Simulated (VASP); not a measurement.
A run of VASP 6.6.1 is set up as follows.

POSCAR

```
HfIr3
1.0
    3.9168411800      0.0000000000      0.0000000000
    0.0000000000      3.9168411800      0.0000000000
    0.0000000000      0.0000000000      3.9168411800
Hf Ir
1 3
Direct
    0.0000000000      0.0000000000      0.0000000000
    0.0000000000      0.5000000000      0.5000000000
    0.5000000000      0.0000000000      0.5000000000
    0.5000000000      0.5000000000      0.0000000000
```

Contents of INCAR.step1:

```
SYSTEM = HfIr3
PREC = Accurate ; ENCUT = 520
ISMEAR = -1 ; SIGMA = 0.1
LREAL = .FALSE. ; LASPH = .TRUE.
NELM = 60 ; NBANDS = 26
GGA = PE ; ALGO = Normal
EDIFF = 1E-4 ; LWAVE = .TRUE.
LCHARG = .FALSE.
```

Contents of INCAR.step2:

```
SYSTEM = HfIr3
PREC = Accurate ; ENCUT = 520
EDIFF = 1E-6 ; ISMEAR = -1
SIGMA = 0.1 ; LREAL = .FALSE.
LASPH = .TRUE. ; NELM = 60
ALGO = Normal ; ISIF = 2
LWAVE = .FALSE. ; LCHARG = .FALSE.
METAGGA = R2SCAN ; LMIXTAU = .TRUE.
NBANDS = 26 ; ISTART = 1
```

File KPOINTS:

```
regular mesh
0
G
  9 9 9
  0 0 0
```

Potentials or basis: VASP PAW PBE potentials, release 64 (Hf_pv, Ir).

Command:

```bash
$ cat potpaw_PBE.64/Hf_pv/POTCAR potpaw_PBE.64/Ir/POTCAR > POTCAR
$ cp INCAR.step1 INCAR
$ mpirun -np 1 vasp_std > vasp.out
$ cp INCAR.step2 INCAR
$ mpirun -np 1 vasp_std > vasp.out
```

(1) Predict the pressure.

## Answers

(1) 6.3 GPa.

Caveat: the PAW data sets were made with another functional, which shifts forces and pressure a little.
